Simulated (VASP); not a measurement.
A run of VASP 6.6.1 is set up as follows.

The input INCAR:

```
SYSTEM = GaN
PREC = Accurate
ENCUT = 600
EDIFF = 1E-6
ISMEAR = -1
SIGMA = 0.01
LREAL = .FALSE.
LASPH = .TRUE.
NELM = 120
ALGO = Normal
ISIF = 2
LWAVE = .FALSE.
LCHARG = .FALSE.
GGA = PE
NBANDS = 26
GGA_COMPAT = .FALSE.
```

File KPOINTS:

```
regular mesh
0
G
  10 10 5
  0 0 0
```

Contents of POSCAR:

```
GaN
1.0
    3.2186213459      0.0000000000      0.0000000000
   -1.6093106730      2.7874078507      0.0000000000
    0.0000000000      0.0000000000      5.2435339944
Ga N
2 2
Direct
    0.6686570285      0.3312209303      0.4986569161
    0.3312209298      0.6686570285      0.9986569162
    0.6652248394      0.3348972017      0.8763430840
    0.3348972012      0.6652248394      0.3763430840
```

Potentials or basis: VASP PAW PBE potentials, release 64 (Ga_d, N).

Launch:

```sh
$ cat potpaw_PBE.64/Ga_d/POTCAR potpaw_PBE.64/N/POTCAR > POTCAR
$ mpirun -np 1 vasp_std > vasp.out
```

(1) What does it give for the band gap on the k mesh?

(2) Predict the pressure.

(3) What does it give for the largest force?

Answers

(1) 1.71 eV.

(2) 0.0 GPa.

(3) 0.082 eV/Å.
